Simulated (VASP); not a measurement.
Runs of VASP 6.6.1 on BaZrO3. The structure is that of space group Pm-3m (No. 221), or close to it. The cells are those of the table. 

```tsv
task	potentials or basis	cell	k mesh	cutoff (eV)	smearing	second run	gap on the mesh (eV)	pressure (GPa)
single point	VASP PAW PBE potentials, release 64 (Ba_sv, Zr_sv, O)	a = 4.141 Å, 5 atoms	6 × 6 × 6	520	gaussian 0.01 eV	-	3.18	6.3
single point	VASP PAW PBE potentials, release 64 (Ba_sv, Zr_sv, O_h)	a = 4.141 Å, 5 atoms	6 × 6 × 6	910	gaussian 0.01 eV	hard_potentials	3.18	6.0
single point	VASP PAW PBE potentials, release 64 (Ba_sv, Zr_sv, O)	a = 4.181 Å, 5 atoms	8 × 8 × 8	520	fermi-dirac 0.05 eV	-	(b)	1.2
relaxation of cell and atoms	VASP PAW PBE potentials, release 64 (Ba_sv, Zr_sv, O)	relaxed to 5 GPa from a = 4.181 Å, 5 atoms	6 × 6 × 6	600	gaussian 0.01 eV	-	(a)	5.0
```

Alike in all rows: level PBEsol; no spin polarisation.

Estimate the missing entries.

(a) 3.17; (b) 3.12.

Caveats: the PAW data sets were made with another functional, which shifts forces and pressure a little; spin-orbit coupling is left out, which moves the levels of the heavy elements; the cutoff is under 1.25 times the usual one of these potentials, so pressure, stress and relaxed cells hold a basis-set (Pulay) error (some runs); the cell is relaxed towards a set pressure, so the enthalpy falls and the energy may rise (some runs).

A k mesh can miss the band edges, and the runs leave out spin-orbit coupling on Ba, Zr.
